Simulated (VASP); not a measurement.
Input of a VASP 6.6.1 run:

File INCAR:

```
  ALGO = Normal
  EDIFF = 1E-6
  EDIFFG = -0.002
  ENCUT = 600
  GGA = PS
  IBRION = 2
  ISIF = 3
  ISMEAR = -1
  LASPH = T
  LCHARG = F
  LREAL = F
  LWAVE = F
  NELM = 100
  NSW = 100
  PREC = Accurate
  PSTRESS = 150.0
  SIGMA = 0.1
```

The input KPOINTS:

```
k-points
0
Gamma
  20 20 12
```

The input POSCAR:

```
Ru
1.0
    2.6917162925      0.0000000000      0.0000000000
   -1.3458581462      2.3310946891      0.0000000000
    0.0000000000      0.0000000000      4.2477627804
Ru
2
Direct
    0.3333333333      0.6666666667      0.2500000000
    0.6666666667      0.3333333333      0.7500000000
```

Potentials or basis: VASP PAW PBE potentials, release 64 (Ru_pv).

Launch:

```console
$ cat potpaw_PBE.64/Ru_pv/POTCAR > POTCAR
$ mpirun -np 1 vasp_std > vasp.out
```

Predict the relaxed cell.

a = 2.655 Å, b = 2.655 Å, c = 4.197 Å, α = 90.00°, β = 90.00°, γ = 120.00°.

Estimate the space group after relaxing (to 0.1 Å).

P6_3/mmc (No. 194).

What does it give for the relaxed volume?

12.81 Å³/atom.

The path:
```
step  energy change (eV)  largest force (eV/Å)  pressure (GPa)  volume (Å³)
   1              0.0000                0.0000           -0.05        26.65
   2              1.2059                0.0000          101.71        22.11
   3              0.0401                0.0000           13.92        25.69
   4              0.0449                0.0000           14.82        25.64
   5              0.0467                0.0000           15.13        25.62
   6              0.0471                0.0000           15.14        25.62
   7              0.0468                0.0000           15.11        25.62
   8              0.0468                0.0000           15.13        25.62
   9              0.0468                0.0000           15.13        25.62
  10              0.0468                0.0000           15.13        25.62
  11              0.0441                0.0000           14.65        25.65
  12              0.0461                0.0000           15.01        25.63
```

Caveat: the cell is relaxed towards a set pressure, so the run minimises the enthalpy, not the energy; the PAW data sets were made with another functional, which shifts forces and pressure a little.
